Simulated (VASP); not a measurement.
Si: single point with PBE

Crystal: Si.

```
CELL_PARAMETERS angstrom
-3.49654 3.49654 1.86156
3.49654 -3.49654 1.86156
3.49654 3.49654 -1.86156
ATOMIC_POSITIONS crystal
Si 0.17861 0.17861 0.35722
Si 0.82139 0.82139 0.64278
Si 0.17861 0.82139 0.00000
Si 0.82139 0.17861 0.00000
```

```yaml
Program: VASP 6.6.1
Task: single point
Functional: PBE
Potentials_or_basis: VASP PAW PBE potentials, release 64 (Si)
Cutoff: 520 eV
k_mesh: 12 × 12 × 12
Occupations: gaussian, width 0.05 eV
Spin: no spin polarisation
Dipole_correction: no
Further_INCAR_settings: ALGO = Normal; EDIFF = 1e-06; NBANDS = 16
```

```json
{"Pressure": "-3.2 GPa", "Largest force": "0.687 eV/Å", "Band gap on the k mesh": "0.02 eV (least direct gap 1.29 eV)"}
```

Forces in eV/Å, atoms in the order of the input:
```
Si  -0.486 -0.486  0.000
Si   0.486  0.486  0.000
Si   0.486 -0.486  0.000
Si  -0.486  0.486  0.000
```

Stress tensor (GPa, compression positive):
```
-7.26  0.00  0.00
 0.00 -7.26  0.00
 0.00  0.00  4.97
```

Levels at points of the mesh, in eV from the valence-band top:
```csv
k point,band 6,band 7,band 8,band 9,band 10,band 11
"(0.00, 0.00, 0.00)",-0.98,-0.98,-0.39,1.07,1.07,2.20
"(0.50, 0.00, 0.00)",-3.23,-2.05,-1.56,0.87,1.94,2.90
"(0.50, 0.50, 0.00)",-2.06,-1.34,-1.06,1.81,2.29,2.55
"(0.50, 0.50, 0.50)",-0.16,-0.16,0.00,1.29,2.12,2.63
```

Run time: 6.2 min on 1 thread of Intel(R) Xeon(R) Platinum 8375C CPU @ 2.90GHz (Ice Lake) (shared host), peak memory 0.33 GiB.

Caveat: the stress differs along the axes, from -7 to 5 GPa. A k mesh can miss the band edges.
